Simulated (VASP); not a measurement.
# Al (Fm-3m) in VASP: single point with PBEsol

Aim: the single point of Al with PBEsol.

All numbers are computed with VASP 6.6.1; they aren't measurements. Logs are shortened: lines on timing, memory, paths and dates and some standing lists are left out, and cuts for length are marked.

## 1. The cell of the first run

Symmetry: Fm-3m, No. 225, cubic system. The conventional cell has a = 4.048 Å, b = 4.048 Å, c = 4.048 Å, α = 90.00°, β = 90.00°, γ = 90.00°. Al (site symmetry m-3m) has 12 Al at 2.86 Å within 3.8 Å.

## 2. Single point, PBEsol

Contents of INCAR:

```
  PREC = Accurate
  ENCUT = 520
  EDIFF = 1E-6
  ISMEAR = 0
  SIGMA = 0.15
  LREAL = F
  LASPH = T
  NELM = 60
  ALGO = Fast
  ISIF = 2
  LWAVE = F
  LCHARG = F
  GGA = PS
  NBANDS = 18
```

Contents of KPOINTS:

```
Automatic mesh
0
Gamma
  19 19 4
```

Contents of POSCAR:

```
Al
1.0
    2.0239800000     -2.0239800000      0.0000000000
    2.0239800000      0.0000000000     -2.0239800000
    8.0959200000      8.0959200000      8.0959200000
Al
6
Direct
    0.6666666667      0.6666666667      0.1666666667
    0.0000000000      0.0000000000      0.0000000000
    0.3333333333      0.3333333333      0.3333333333
    0.6666666667      0.6666666667      0.6666666667
    0.0000000000      0.0000000000      0.5000000000
    0.3333333333      0.3333333333      0.8333333333
```

Potentials or basis: VASP PAW PBE potentials, release 64 (Al).

Run with:

```bash
cat potpaw_PBE.64/Al/POTCAR > POTCAR
mpirun -np 1 vasp_std > vasp.out
```

OUTCAR:

```text
PREC = Accurate
   ENCUT = 520
   EDIFF = 1E-6
   ISMEAR = 0
   LREAL = F
   LASPH = T
   NELM = 60
   ISIF = 2
   GGA = PS

 ion  position               nearest neighbor table
   1  0.667  0.667  0.167-   3 2.86   3 2.86   3 2.86   2 2.86   2 2.86   2 2.86
   2  0.000  0.000  0.000-   1 2.86   6 2.86   1 2.86   1 2.86   6 2.86   6 2.86
   3  0.333  0.333  0.333-   1 2.86   1 2.86   1 2.86   5 2.86   5 2.86   5 2.86
   4  0.667  0.667  0.667-   6 2.86   6 2.86   6 2.86   5 2.86   5 2.86   5 2.86
   5  0.000  0.000  0.500-   3 2.86   4 2.86   4 2.86   4 2.86   3 2.86   3 2.86
   6  0.333  0.333  0.833-   4 2.86   4 2.86   4 2.86   2 2.86   2 2.86   2 2.86

  LATTYP: Found a hexagonal cell.
 ALAT       =     2.8623399660
 C/A-ratio  =     4.8989794856

  Lattice vectors:

 A1 = (  -2.0239800000,   0.0000000000,   2.0239800000)
 A2 = (   2.0239800000,  -2.0239800000,   0.0000000000)
 A3 = (   8.0959200000,   8.0959200000,   8.0959200000)

Analysis of symmetry for initial positions (statically):
=====================================================================
 Subroutine PRICEL returns following result:

  LATTYP: Found a face centered cubic cell.
 ALAT       =     4.0479600006

  Lattice vectors:

 A1 = (  -2.0239800004,  -2.0239800002,  -0.0000000002)
 A2 = (  -0.0000000012,  -2.0239800006,   2.0239799994)
 A3 = (  -2.0239800000,   0.0000000000,   2.0239800000)

   6 primitive cells build up your supercell.

 Routine SETGRP: Setting up the symmetry group for a
 hexagonal supercell.

 Subroutine GETGRP returns: Found 12 space group operations
 (whereof 12 operations were pure point group operations)
 out of a pool of 24 trial point group operations.

The static configuration has the point symmetry D_3d.

Analysis of symmetry for dynamics (positions and initial velocities):
=====================================================================
 Subroutine PRICEL returns following result:

  LATTYP: Found a face centered cubic cell.
 ALAT       =     4.0479600006

  Lattice vectors:

 A1 = (  -2.0239800004,  -2.0239800002,  -0.0000000002)
 A2 = (  -0.0000000012,  -2.0239800006,   2.0239799994)
 A3 = (  -2.0239800000,   0.0000000000,   2.0239800000)

   6 primitive cells build up your supercell.

 Routine SETGRP: Setting up the symmetry group for a
 hexagonal supercell.

 Subroutine GETGRP returns: Found 12 space group operations
 (whereof 12 operations were pure point group operations)
 out of a pool of 24 trial point group operations.

The dynamic configuration has the point symmetry D_3d.

 Subroutine INISYM returns: Found 12 space group operations
 (whereof 12 operations are pure point group operations),
 and found     6 'primitive' translations

----------------------------------------------------------------------------------------

                                     Primitive cell

  volume of cell :      16.5824

  direct lattice vectors                    reciprocal lattice vectors
    -2.023980000 -2.023980000 -0.000000000    -0.247038014 -0.247038014 -0.247038014
    -0.000000001 -2.023980001  2.023979999     0.247038014 -0.247038014  0.247038014
    -2.023980000  0.000000000  2.023980000    -0.247038014  0.247038014  0.247038014

  length of vectors
     2.862339966  2.862339966  2.862339966     0.427882392  0.427882392  0.427882392

  position of ions in fractional coordinates (direct lattice)
     0.999999999  0.000000000  0.000000000

  ion indices of the primitive-cell ions
   primitive index   ion index
                 1           1

----------------------------------------------------------------------------------------

 KPOINTS: Automatic mesh

Automatic generation of k-mesh.
 Grid dimensions read from file:
 generate k-points for:   19   19    4

 Generating k-lattice:

  Cartesian coordinates                     Fractional coordinates (reciprocal lattice)
     0.008668000 -0.017336001  0.008668000     0.052631579  0.000000000  0.000000000
     0.008668000  0.008668000 -0.017336001     0.000000000  0.052631579  0.000000000
     0.010293251  0.010293251  0.010293251     0.000000000  0.000000000  0.250000000

  Length of vectors
     0.021232178  0.021232178  0.017828433

  Shift w.r.t. Gamma in fractional coordinates (k-lattice)
     0.000000000  0.000000000  0.000000000

 Subroutine IBZKPT returns following result:
 ===========================================

 Found    150 irreducible k-points:

 Following reciprocal coordinates:
            Coordinates               Weight
  0.000000  0.000000  0.000000      1.000000
  0.052632  0.000000  0.000000      6.000000
  0.105263  0.000000  0.000000      6.000000
  0.157895  0.000000  0.000000      6.000000
  0.210526  0.000000  0.000000      6.000000
  0.263158  0.000000  0.000000      6.000000
[... 16 lines left out ...]
  0.368421  0.105263  0.000000     12.000000
  0.421053  0.105263  0.000000     12.000000
 [... further k-points ...]
   k-points           NKPTS =    150   k-points in BZ     NKDIM =    150   number of bands    NBANDS=     18
   number of dos      NEDOS =    301   number of ions     NIONS =      6
   total plane-waves  NPLWV =  62208
   dimension x,y,z NGX =    24 NGY =   24 NGZ =  108
   dimension x,y,z NGXF=    48 NGYF=   48 NGZF=  216
   ions per type =               6
   NGX,Y,Z   is equivalent  to a cutoff of  13.94, 13.94, 12.80 a.u.
   NGXF,Y,Z  is equivalent  to a cutoff of  27.88, 27.88, 25.61 a.u.
 SYSTEM =  unknown system
   PREC   = accura    normal or accurate (medium, high low for compatibility)
   ISTART =      0    job   : 0-new  1-cont  2-samecut
   ICHARG =      2    charge: 1-file 2-atom 10-const
   ISPIN  =      1    spin polarized calculation?
   LNONCOLLINEAR =      F non collinear calculations
   LSORBIT =      F    spin-orbit coupling
   LASPH  =      T    aspherical Exc in radial PAW
   ENCUT  =  520.0 eV  38.22 Ry    6.18 a.u.   5.32  5.32 26.07*2*pi/ulx,y,z
   NELM   =     60;   NELMIN=  2; NELMDL= -5     # of ELM steps
   EDIFF  = 0.1E-05   stopping-criterion for ELM
   LREAL  =      F    real-space projection
   EDIFFG = 0.1E-04   stopping-criterion for IOM
   NSW    =      0    number of steps for IOM
   IBRION =     -1    ionic relax: 0-MD 1-quasi-New 2-CG
   NFREE  =      0    steps in history (QN), initial steepest desc. (CG)
   ISIF   =      2    stress and relaxation
   ISYM   =      2    0-nonsym 1-usesym 2-fastsym
   POTIM  = 0.5000    time-step for ionic-motion
   TEBEG  =    0.0;   TEEND  =   0.0 temperature during run
   PSTRESS=    0.0 pullay stress
   NELECT =      18.0000    total number of electrons
   NUPDOWN=      -1.0000    fix difference up-down
   EMIN   =  10.00;   EMAX   =-10.00  energy-range for DOS
   EFERMI =   0.00;   METHOD = LEGACY
   ISMEAR =     0;   SIGMA  =   0.15  broadening in eV -4-tet -1-fermi 0-gaus
   EFERMI_NEDOS =   21; number of points for ismear=-14 and -15
   IALGO  =     68    algorithm
   IMIX   =      4    mixing-type and parameters
     AMIX     =   0.40;   BMIX     =  1.00
     AMIX_MAG =   1.60;   BMIX_MAG =  1.00
  volume/ion in A,a.u.               =      16.58       111.90
  Fermi-wavevector in a.u.,A,eV,Ry     =   0.925903  1.749704 11.664236  0.857297
  Thomas-Fermi vector in A             =   2.051808
   LORBIT       =      0    0 simple, 1 ext, 2 COOP (PROOUT), +10 PAW based schemes
   GGA     = PS    functional components
   LHFCALC =     F    Hartree Fock is set to
   AEXX    =    0.0000 exact exchange contribution
   IVDW    =     0    specifies the selected vdW correction
   LEPSILON=     F    determine dielectric tensor
   LRPA    =     F    only Hartree local field effects (RPA)
 non-spin polarized calculation
 RMM-DIIS sequential band-by-band and
 Gauss-broadening in eV      SIGMA  =   0.15
  energy-cutoff  :      520.00
  volume of cell :       99.49
 maximum number of plane-waves:      2705
 NGX is ok and might be reduce to    24
   NGX = 11   NGY = 11   NGZ = 53

 number of electron      18.0000000 magnetization

 Free energy of the ion-electron system (eV)
  ---------------------------------------------------
  ext. energy  EPLUGINS =         0.00000000
  ---------------------------------------------------
  free energy    TOTEN  =       -24.54482531 eV

  energy without entropy =      -24.51374691  energy(sigma->0) =      -24.52928611

 E-fermi :   7.9064     XC(G=0): -10.2388

 val. band max:        7.9064036357   @ k =   0.4737   0.1579   0.0000
 cond. band min:       7.9080457337   @ k =  -0.3684   0.2632   0.2500
 fundamental gap:      0.0016420980
 Fermi energy:         7.9064415162

 k-point     1 :       0.0000    0.0000    0.0000
  band No.  band energies     occupation
      1      -3.1975      2.00000
      2      -2.4468      2.00000
      3      -2.4468      2.00000
      4      -0.2182      2.00000
      5      -0.2182      2.00000
      6       3.3233      2.00000
[... 10 lines left out ...]
     17      19.2136      0.00000
     18      19.2306      0.00000

 k-point     2 :       0.0526    0.0000    0.0000
  band No.  band energies     occupation
      1      -3.1308      2.00000
      2      -2.3805      2.00000
      3      -2.3805      2.00000
      4      -0.1529      2.00000
      5      -0.1529      2.00000
      6       3.3850      2.00000
[... 10 lines left out ...]
     17      18.2397      0.00000
     18      18.9310      0.00000

 k-point     3 :       0.1053    0.0000    0.0000
  band No.  band energies     occupation
      1      -2.9309      2.00000
      2      -2.1816      2.00000
      3      -2.1816      2.00000
      4       0.0427      2.00000
      5       0.0428      2.00000
      6       3.5701      2.00000
[... 10 lines left out ...]
     17      17.3219      0.00000
     18      17.4533      0.00000

 k-point     4 :       0.1579    0.0000    0.0000
  band No.  band energies     occupation
      1      -2.5983      2.00000
      2      -1.8507      2.00000
      3      -1.8507      2.00000
      4       0.3681      2.00000
      5       0.3684      2.00000
      6       3.8782      2.00000
[... 10 lines left out ...]
     17      15.8929      0.00000
     18      16.5116      0.00000

 k-point     5 :       0.2105    0.0000    0.0000
  band No.  band energies     occupation
      1      -2.1340      2.00000
      2      -1.3889      2.00000
      3      -1.3889      2.00000
      4       0.8221      2.00000
      5       0.8230      2.00000
      6       4.3089      2.00000
[... 10 lines left out ...]
     17      15.6781      0.00000
     18      15.8273      0.00000

 k-point     6 :       0.2632    0.0000    0.0000
  band No.  band energies     occupation
      1      -1.5393      2.00000
      2      -0.7974      2.00000
      3      -0.7973      2.00000
      4       1.4027      2.00000
      5       1.4053      2.00000
      6       4.8597      2.00000
[... 307 lines left out ...]
 k-point    21 :       0.2632    0.1053   -0.0000
  band No.  band energies     occupation
      1      -1.9354      2.00000
      2      -1.1914      2.00000
      3      -1.1914      2.00000
      4       1.0165      2.00000
      5       1.0169      2.00000
      6       4.4933      2.00000
[... 10 lines left out ...]
     17      14.2865      0.00000
     18      15.4190      0.00000

 k-point    22 :       0.3158    0.1053    0.0000
  band No.  band energies     occupation
      1      -1.3416      2.00000
      2      -0.6008      2.00000
      3      -0.6006      2.00000
      4       1.5963      2.00000
      5       1.5981      2.00000
      6       5.0437      2.00000
[... 10 lines left out ...]
     17      12.7766      0.00000
     18      14.8152      0.00000

 k-point    23 :       0.3684    0.1053    0.0000
  band No.  band energies     occupation
      1      -0.6190      2.00000
      2       0.1175      2.00000
      3       0.1181      2.00000
      4       2.2994      2.00000
      5       2.3049      2.00000
      6       5.7018      2.00000
[... 10 lines left out ...]
     17      12.2946      0.00000
     18      14.0571      0.00000

 k-point    24 :       0.4211    0.1053    0.0000
  band No.  band energies     occupation
      1       0.2301      2.00000
      2       0.9609      2.00000
      3       0.9629      2.00000
      4       3.1197      2.00000
      5       3.1345      2.00000
      6       6.2272      2.00000
[... 10 lines left out ...]
     17      12.1350      0.00000
     18      12.5860      0.00000

 [... further k-points ...]

------------------------ aborting loop because EDIFF is reached ----------------------------------------

  FORCE on cell =-STRESS in cart. coord.  units (eV):
  Direction    XX          YY          ZZ          XY          YZ          ZX
  --------------------------------------------------------------------------------------
  -------------------------------------------------------------------------------------
  Total       -1.1537423     -1.1537423     -1.1537423      0.0532731      0.0532731      0.0532731
  in kB      -18.5788795    -18.5788795    -18.5788795      0.8578652      0.8578652      0.8578652
  external PRESSURE =     -18.5788795 kB  Pullay stress =       0.0000000 kB

 VOLUME and BASIS-vectors are now :
 -----------------------------------------------------------------------------
  energy-cutoff  :      520.00
  volume of cell :       99.49
      direct lattice vectors                 reciprocal lattice vectors
     2.023980000 -2.023980000  0.000000000     0.164692009 -0.329384019  0.164692009
     2.023980000  0.000000000 -2.023980000     0.164692009  0.164692009 -0.329384019
     8.095920000  8.095920000  8.095920000     0.041173002  0.041173002  0.041173002

 POSITION                                       TOTAL-FORCE (eV/Angst)
 -----------------------------------------------------------------------------------
      4.04796      0.00000      0.00000         0.000000     -0.000000     -0.000000
      0.00000      0.00000      0.00000         0.000000      0.000000      0.000000
      4.04796      2.02398      2.02398        -0.000000     -0.000000     -0.000000
      8.09592      4.04796      4.04796         0.000000      0.000000      0.000000
      4.04796      4.04796      4.04796        -0.000000      0.000000      0.000000
      8.09592      6.07194      6.07194        -0.000000     -0.000000     -0.000000
 -----------------------------------------------------------------------------------
    total drift:                               -0.000000     -0.000000     -0.000000

  FREE ENERGIE OF THE ION-ELECTRON SYSTEM (eV)
  ---------------------------------------------------
  free  energy   TOTEN  =       -24.5448253062 eV

  energy  without entropy=      -24.5137469105  energy(sigma->0) =      -24.52928611
```

Run time: 3.7 min. Hardware: 1 thread of Intel Xeon 8259CL, shared host; peak memory 0.36 GiB.

What came out:

```yaml
Free_energy: -24.5448 eV
Pressure: -1.9 GPa
Band_gap_on_the_k_mesh: zero (bands 9 and 10 overlap by 5.72 eV)
```

Caveat: the PAW data sets were made with another functional, which shifts forces and pressure a little.
